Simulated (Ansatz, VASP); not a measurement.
Ni: VASP beside Ansatz

```xyz
3
Lattice="3.9910 0.0000 0.0000 -1.9955 3.4563 0.0000 0.0000 0.0000 2.4185" Properties=species:S:1:pos:R:3 pbc="T T T"
Ni    0.0000    0.0000    0.0000
Ni    0.0000    2.3042    1.2093
Ni    1.9955    1.1521    1.2093
```

Alike in both runs: task single point; functional PBE; k mesh 12 × 12 × 17; occupations fermi-dirac, width 0.05 eV; collinear spin.

```csv
,VASP,Ansatz
version,VASP 6.6.1,Ansatz 0.2.0
potentials or method,"VASP PAW PBE potentials, release 64 (Ni), cutoff 600 eV","plane waves (420 eV) with PAW, scalar-relativistic"
valence electrons in the cell,30,54
```

|  | VASP | Ansatz | Ansatz less VASP |
| --- | --- | --- | --- |
| net moment per atom (μB) | 0.62 | 0.64 | +0.016 |
| size of the moment on the site where the two differ most (μB) | 0.65 | 0.69 | +0.043 |

Site moments also hang on the region over which each program counts them. VASP's potentials hold 30 valence electrons a cell and Ansatz's 54, so a difference there can come from the potentials and not from the codes.
